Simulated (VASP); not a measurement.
# MgRh (Pm-3m) in VASP: a series of runs, part 3 of 3

VASP 6.6.1.

## Step 6: Single point, LDA, collinear spin, ferromagnetic start

INCAR

```
SYSTEM = MgRh
PREC     = Accurate       ! precision mode
ENCUT    = 520            ! plane-wave cutoff, eV
EDIFF    = 1E-6           ! SCF threshold, eV
ISMEAR   = -1             ! smearing method
SIGMA    = 0.1            ! smearing width, eV
LREAL    = .FALSE.        ! projectors in reciprocal space
LASPH    = .TRUE.         ! aspherical terms in the spheres
NELM     = 150            ! most SCF steps
ALGO     = Normal         ! electronic algorithm
ISIF     = 2              ! what is computed and relaxed
LWAVE    = .FALSE.        ! write WAVECAR
LCHARG   = .TRUE.         ! write CHGCAR
ISPIN    = 2              ! spin polarisation
MAGMOM   = 0 1.6          ! initial moments
LORBIT   = 11             ! projections on sites
NUPDOWN  = 1.6            ! fixed moment
LMAXMIX  = 4              ! l up to which the mixer works
LELF     = .TRUE.         ! ELF
LVHAR    = .TRUE.       
NBANDS   = 20             ! bands
```

KPOINTS

```
Automatic mesh
0
G
  11 11 11
  0 0 0
```

POSCAR

```
MgRh
1.0
    3.0992000000      0.0000000000      0.0000000000
    0.0000000000      3.0992000000      0.0000000000
    0.0000000000      0.0000000000      3.0992000000
Mg Rh
1 1
Direct
    0.0000000000      0.0000000000      0.0000000000
    0.5000000000      0.5000000000      0.5000000000
```

Potentials or basis: VASP PAW LDA potentials, release 64 (Mg, Rh_pv).

The run is started by

```console
> cat potpaw_LDA.64/Mg/POTCAR potpaw_LDA.64/Rh_pv/POTCAR > POTCAR
> mpirun -np 1 vasp_std > vasp.out
```

OUTCAR:

```text
SYSTEM = MgRh
   PREC = Accurate
   ENCUT = 520
   EDIFF = 1E-6
   ISMEAR = -1
   LREAL = .FALSE.
   LASPH = .TRUE.
   NELM = 150
   ISIF = 2
   ISPIN = 2
   LORBIT = 11
   NUPDOWN = 1.6

 ion  position               nearest neighbor table
   1  0.000  0.000  0.000-   2 2.68   2 2.68   2 2.68   2 2.68   2 2.68   2 2.68   2 2.68   2 2.68

   2  0.500  0.500  0.500-   1 2.68   1 2.68   1 2.68   1 2.68   1 2.68   1 2.68   1 2.68   1 2.68

  LATTYP: Found a simple cubic cell.
 ALAT       =     3.0992000000

  Lattice vectors:

 A1 = (   3.0992000000,   0.0000000000,   0.0000000000)
 A2 = (   0.0000000000,   3.0992000000,   0.0000000000)
 A3 = (   0.0000000000,   0.0000000000,   3.0992000000)

Analysis of symmetry for initial positions (statically):
=====================================================================
 Subroutine PRICEL returns:
 Original cell was already a primitive cell.

 Routine SETGRP: Setting up the symmetry group for a
 simple cubic supercell.

 Subroutine GETGRP returns: Found 48 space group operations
 (whereof 48 operations were pure point group operations)
 out of a pool of 48 trial point group operations.
[... 743 lines left out ...]
  band No.  band energies     occupation
      1     -38.4124      1.00000
      2     -38.4124      1.00000
      3     -38.4124      1.00000
      4      -0.2750      1.00000
      5       3.7696      1.00000
      6       3.7696      1.00000
[... 541 lines left out ...]
     19      27.6563      0.00000
     20      28.7014      0.00000

 [... further k-points ...]
[... 5 lines left out ...]
  --------------------------------------------------------------------------------------
  -------------------------------------------------------------------------------------
  Total        0.3428441      0.3428441      0.3428441     -0.0000000     -0.0000000     -0.0000000
  in kB       18.4526362     18.4526362     18.4526362     -0.0000000     -0.0000000     -0.0000000
  external PRESSURE =      18.4526362 kB  Pullay stress =       0.0000000 kB

 VOLUME and BASIS-vectors are now :
 -----------------------------------------------------------------------------
  energy-cutoff  :      520.00
  volume of cell :       29.77
      direct lattice vectors                 reciprocal lattice vectors
     3.099200000  0.000000000  0.000000000     0.322663913  0.000000000  0.000000000
     0.000000000  3.099200000  0.000000000     0.000000000  0.322663913  0.000000000
     0.000000000  0.000000000  3.099200000     0.000000000  0.000000000  0.322663913

 POSITION                                       TOTAL-FORCE (eV/Angst)
 -----------------------------------------------------------------------------------
      0.00000      0.00000      0.00000         0.000000      0.000000      0.000000
      1.54960      1.54960      1.54960         0.000000      0.000000      0.000000
 -----------------------------------------------------------------------------------
    total drift:                                0.000000     -0.000000     -0.000000

  FREE ENERGIE OF THE ION-ELECTRON SYSTEM (eV)
  ---------------------------------------------------
  free  energy   TOTEN  =       -10.4672294259 eV

  energy  without entropy=      -10.3989616221  energy(sigma->0) =      -10.43309552

 total charge

# of ion       s       p       d       tot
------------------------------------------
    1        0.222   0.202   0.045   0.469
    2        0.389   6.205   7.185  13.780
--------------------------------------------------
tot          0.610   6.408   7.230  14.249

 magnetization (x)

# of ion       s       p       d       tot
------------------------------------------
    1        0.008   0.037   0.008   0.052
    2        0.057   0.081   1.082   1.219
--------------------------------------------------
tot          0.064   0.118   1.089   1.271
```

OSZICAR:

```text
N       E                     dE             d eps       ncg     rms          rms(c)
DAV:   1     0.137087903953E+03    0.13709E+03   -0.97216E+03  4712   0.819E+02
DAV:   2    -0.792732609293E+01   -0.14502E+03   -0.13739E+03  4768   0.261E+02
DAV:   3    -0.108525777805E+02   -0.29253E+01   -0.29001E+01  5332   0.392E+01
DAV:   4    -0.108686087682E+02   -0.16031E-01   -0.16025E-01  5244   0.300E+00
DAV:   5    -0.108688078168E+02   -0.19905E-03   -0.19897E-03  5396   0.339E-01    0.667E+00
DAV:   6    -0.105411866369E+02    0.32762E+00   -0.11373E+00  5164   0.111E+01    0.227E+00
DAV:   7    -0.104804924528E+02    0.60694E-01   -0.12015E-01  5016   0.360E+00    0.123E+00
DAV:   8    -0.104708784523E+02    0.96140E-02   -0.29522E-03  5324   0.311E-01    0.761E-01
DAV:   9    -0.104673164818E+02    0.35620E-02   -0.14199E-03  5296   0.232E-01    0.104E-01
DAV:  10    -0.104672379549E+02    0.78527E-04   -0.88897E-05  5452   0.664E-02    0.339E-02
DAV:  11    -0.104672295395E+02    0.84155E-05   -0.45767E-06  5204   0.182E-02    0.179E-02
DAV:  12    -0.104672294259E+02    0.11358E-06   -0.71939E-07  3768   0.706E-03
   1 F= -.10467229E+02 E0= -.10433096E+02  d E =-.682678E-01  mag=     1.6000
```

Run time: 26 s. Hardware: 1 thread of AMD EPYC 9R45 (Zen 5), shared host; peak memory 0.14 GiB.

Results:

```yaml
Free_energy: -10.4672 eV
Pressure: 1.8 GPa
Net_moment: 1.60 μB per cell
Site_moments: Mg +0.05; Rh +1.22 μB
Valence_electrons_inside_the_program's_atomic_spheres: Mg 0.47; Rh 13.78
```

Caveat: the total moment is fixed, so each spin has its own Fermi level.

## Step 7: Single point, LDA, collinear spin, ferromagnetic start

INCAR

```
  PREC = Accurate
  ENCUT = 520
  EDIFF = 1E-6
  ISMEAR = -1
  SIGMA = 0.1
  LREAL = F
  LASPH = T
  NELM = 150
  ALGO = Normal
  ISIF = 2
  LWAVE = F
  LCHARG = F
  ISPIN = 2
  MAGMOM = 0 1.6
  LORBIT = 11
  NUPDOWN = 1.6
  LMAXMIX = 4
  GGA = CA
  NBANDS = 20
```

KPOINTS

```
Automatic mesh
0
Gamma
  11 11 11
```

POSCAR is that of step 6.

The run is started by

```console
> cat potpaw_LDA.64/Mg/POTCAR potpaw_LDA.64/Rh_pv/POTCAR > POTCAR
> mpirun -np 1 vasp_std > vasp.out
```

Run time: 25 s. Hardware: 1 thread of AMD EPYC 9R45 (Zen 5), shared host; peak memory 0.14 GiB.

The run converged. Its results:

```
Free energy                                           : -10.4672 eV
Pressure                                              : 1.8 GPa
Net moment                                            : 1.60 μB per cell
Site moments                                          : Mg +0.05; Rh +1.22 μB
Valence electrons inside the program's atomic spheres : Mg 0.47; Rh 13.78
```

Caveat: the total moment is fixed, so each spin has its own Fermi level.

## Step 8: The runs side by side

```csv
fixed moment (μB),pressure (GPa),moment (μB)
0.4,-6.0,0.40
0.6,-5.4,0.60
0.9,-4.0,0.90
1.2,-1.5,1.20
1.6,1.8,1.60
```

Alike in all rows: task single point; level LDA; potentials or basis VASP PAW LDA potentials, release 64 (Mg, Rh_pv); spin collinear, ferromagnetic start; cell as given; k mesh 11 × 11 × 11; cutoff (eV) 520; smearing fermi-dirac 0.1 eV.

Caveats: the total moment is fixed, so each spin has its own Fermi level.

Absolute energies hang on the potentials; compare differences alone.
